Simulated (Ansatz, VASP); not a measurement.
**One calculation of SiC, two programs**

```xyz
2
Lattice="0.0000 2.1239 2.1239 2.1239 0.0000 2.1239 2.1239 2.1239 0.0000" Properties=species:S:1:pos:R:3 pbc="T T T"
Si    0.0000    0.0150    0.0000
C     3.1859    3.1508    3.1859
```

Change from the starting cell: mode 6 frozen in at -0.036 Å, equal normal strain along x, y and z -0.0250.

Alike in both runs: task single point; functional PBEsol; k mesh 10 × 10 × 10; occupations gaussian, width 0.05 eV; no spin polarisation.

|  | VASP | Ansatz |
| --- | --- | --- |
| version | VASP 6.6.1 | Ansatz 0.2.0 |
| potentials or method | VASP PAW PBE potentials, release 64 (Si, C), cutoff 520 eV | scalar-relativistic, plane waves, PAW |
| valence electrons in the cell | 8 | 8 |

|  | VASP | Ansatz | Ansatz less VASP |
| --- | --- | --- | --- |
| gap on the k mesh at the Fermi level (eV) | 0.92 | 0.93 | +0.010 |
| least direct gap on the mesh (eV) | 4.40 | 4.41 | +0.011 |
| pressure (GPa) | 20.3 | 19.9 | -0.42 |
| traceless stress, the component that is largest in VASP (GPa) | -5.46 | -5.42 | +0.040 |
| rms of the force components (eV/Å) | 0.657 | 0.655 | -0.0015 |

VASP's potentials were made for PBE, not for PBEsol. Atom by atom the forces differ by 0.002 eV/Å (rms over components).
